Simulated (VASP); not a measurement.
Here is a VASP 6.6.1 calculation.

File POSCAR:

```
BN
1.0
    2.5327147326     -0.0335548967      0.0338103500
   -1.2954167593      2.1892852592     -0.0163867457
    0.0559226419      0.0009901407      4.1649851725
B N
2 2
Direct
    0.6627896157      0.3166799967      0.9985423252
    0.3300342462      0.6797811047      0.4974386018
    0.6757660343      0.3435588983      0.6151579207
    0.3314101038      0.6599800004      0.1388611523
```

INCAR.step1

```
ALGO = Normal
EDIFF = 1E-4
ENCUT = 520
GGA = PE
ISMEAR = 0
LASPH = T
LCHARG = F
LREAL = F
LWAVE = T
NBANDS = 16
NELM = 100
PREC = Accurate
SIGMA = 0.05
```

File INCAR.step2:

```
ALGO = Normal
EDIFF = 1E-7
ENCUT = 520
ISIF = 2
ISMEAR = 0
ISTART = 1
LASPH = T
LCHARG = F
LMIXTAU = T
LREAL = F
LWAVE = F
METAGGA = R2SCAN
NBANDS = 16
NELM = 100
PREC = Accurate
SIGMA = 0.05
```

KPOINTS

```
k-points
0
Gamma
  12 12 6
```

Potentials or basis: VASP PAW PBE potentials, release 64 (B, N).

Launch:

```console
$ cat potpaw_PBE.64/B/POTCAR potpaw_PBE.64/N/POTCAR > POTCAR
$ cp INCAR.step1 INCAR
$ mpirun -np 1 vasp_std > vasp.out
$ cp INCAR.step2 INCAR
$ mpirun -np 1 vasp_std > vasp.out
```

Predict the largest force.

3.396 eV/Å.

What does it give for the band gap on the k mesh?

5.24 eV (least direct gap 8.14 eV).

What does it give for the pressure?

15.7 GPa.

Forces in eV/Å, atoms in the order of the input:
```
B   -0.115  0.750  0.589
B    1.101 -0.241  0.280
N   -1.057 -0.289  2.519
N    0.070 -0.220 -3.388
```

Caveat: the cell differs from its parent crystal (atoms moved at random and the cell strained at random); the stress differs along the axes, from 11 to 18 GPa; the PAW data sets were made with another functional, which shifts forces and pressure a little. A k mesh can miss the band edges.
